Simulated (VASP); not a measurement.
The system is GaN.

```xyz
4
Lattice="3.3000 0.0000 0.0000 -1.6500 2.8579 0.0000 0.0000 0.0000 4.7559" Properties=species:S:1:pos:R:3 pbc="T T T"
Ga    0.0000    1.9053    1.1890
Ga    1.6500    0.9526    3.5669
N     1.6500    0.9526    1.1890
N     0.0000    1.9053    3.5669
```

Base run:

| Quantity | Value |
| --- | --- |
| Program | VASP 6.6.1 |
| Functional | r2SCAN |
| Potentials or basis | VASP PAW PBE potentials, release 64 (Ga_d, N) |
| Cutoff | 520 eV |
| k mesh | 9 × 9 × 4 |
| Occupations | gaussian, width 0.01 eV |
| Spin | no spin polarisation |

Its results: band gap on the k mesh 1.88 eV, direct; pressure 0.9 GPa.

**Question.** The run is repeated on the same cell with these changes: functional from r2SCAN to PBE. What comes out?

**Answer.** Band gap on the k mesh 1.46 eV, direct; pressure 6.4 GPa.

r2SCAN gives the wider gap, since meta-GGAs in the generalised Kohn-Sham scheme recover part of the derivative discontinuity.

Caveats: the PAW data sets were made with another functional, which shifts forces and pressure a little (some runs).

